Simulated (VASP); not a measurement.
## Si2N: relaxation of cell and atoms with PBE

Si2N:

```xyz
6
Lattice="2.9170 0.0000 0.0000 -1.4585 2.5262 0.0000 0.0000 0.0000 9.0426" Properties=species:S:1:pos:R:3 pbc="T T T"
Si    0.0000    0.0000    6.7819
Si    0.0000    0.0000    2.2606
Si    0.0000    0.0000    0.0000
Si    0.0000    0.0000    4.5213
N     0.0000    1.6841    7.9122
N     1.4585    0.8421    1.1303
```

This cell differs from its parent crystal: atoms taken out.

```json
{"Program": "VASP 6.6.1", "Task": "relaxation of cell and atoms", "Functional": "PBE", "Potentials or basis": "VASP PAW PBE potentials, release 64 (Si, N)", "Cutoff": "600 eV", "k mesh": "6 × 6 × 2", "Occupations": "gaussian, width 0.1 eV", "Spin": "no spin polarisation", "Dipole correction": "no", "Further INCAR settings": "ALGO = Normal; EDIFF = 1e-06; IBRION = 2; EDIFFG = -0.04; NSW = 90; ISIF = 3"}
```

| Quantity | Value |
| --- | --- |
| Relaxed volume | 11.70 Å³/atom |
| Relaxed cell | a = 2.715 Å, b = 2.715 Å, c = 11.000 Å, α = 90.00°, β = 90.00°, γ = 120.00° |
| Space group after relaxing (to 0.1 Å) | P-3m1 (No. 164) |
| Energy gained by relaxing | 643.5 meV/atom |
| Ionic steps | 15 |
| Pressure after relaxing | -0.2 GPa |
| Largest force after relaxing | 0.018 eV/Å |
| Band gap on the k mesh | zero (bands 13 and 14 overlap by 5.24 eV) |

Forces in eV/Å, atoms in the order of the input:
```
Si   0.000  0.000  0.008
Si   0.000  0.000 -0.008
Si   0.000  0.000  0.000
Si   0.000  0.000  0.000
N    0.000  0.000  0.018
N    0.000  0.000 -0.018
```

Stress tensor (GPa, compression positive):
```
-0.44  0.00  0.00
 0.00 -0.44  0.00
 0.00  0.00  0.28
```

The path:
```
step  energy change (eV)  largest force (eV/Å)  pressure (GPa)  volume (Å³)
   1              0.0000                3.1642           19.80        66.63
   2             -1.9998                1.9930          -17.44        80.02
   3             -2.1692                1.7854          -12.14        77.08
   4             -3.1860                2.4489           -8.01        70.66
   5             -3.2677                2.2996           -4.35        68.77
   6             -3.2907                2.2154           20.30        62.64
   7             -3.5876                1.1805            6.03        65.42
   8             -3.7541                0.5310           -0.16        68.69
   9             -3.7546                0.4965           -0.44        68.87
  10             -3.8069                0.2974           -0.96        69.41
  11             -3.8535                0.2183           -0.44        69.93
  12             -3.8541                0.2158           -0.46        70.02
  13             -3.8590                0.1647            0.82        69.85
  14             -3.8603                0.0817            0.41        69.91
  15             -3.8610                0.0176           -0.20        70.20
```

Final structure:
```cif
data_structure
_symmetry_space_group_name_H-M 'P 1'
_symmetry_Int_Tables_number 1
_cell_length_a 2.7145
_cell_length_b 2.7145
_cell_length_c 11.0002
_cell_angle_alpha 90.000
_cell_angle_beta 90.000
_cell_angle_gamma 120.000
_cell_volume 70.20
loop_
_atom_site_label
_atom_site_type_symbol
_atom_site_fract_x
_atom_site_fract_y
_atom_site_fract_z
_atom_site_occupancy
Si1 Si 0.00000 0.00000 0.74880 1
Si2 Si 0.00000 0.00000 0.25120 1
Si3 Si 0.00000 0.00000 0.00000 1
Si4 Si 0.00000 0.00000 0.50000 1
N1 N 0.33333 0.66667 0.90647 1
N2 N 0.66667 0.33333 0.09353 1
```

Levels at points of the mesh, in eV from the Fermi level:
```
           k point  band 9  band 10  band 11  band 12  band 13  band 14  band 15  band 16  band 17
(0.00, 0.00, 0.00)   -1.97    -1.16    -1.16    -0.28     2.02     5.56     6.60     7.27     9.72
(0.50, 0.00, 0.00)   -4.40    -4.28    -3.80    -2.21    -1.22    -0.87     0.98     3.10     4.66
(0.00, 0.00, 0.50)   -1.97    -1.95    -1.16    -1.16     3.41     4.63     6.22     8.32     9.67
(0.50, 0.00, 0.50)   -4.28    -3.81    -2.77    -2.21    -1.80    -1.72     1.64     3.85     4.36
```

Run time: 5.5 min on 1 thread of Intel Xeon 8259CL (shared host), peak memory 0.2 GiB.

Caveat: the k points lie up to 0.45 Å⁻¹ apart in the final cell, too coarse for converged energies and pressures of a metal; the cell differs from its parent crystal (atoms taken out); a cell axis changed by over 15 % at a fixed basis, so the end point is rough.
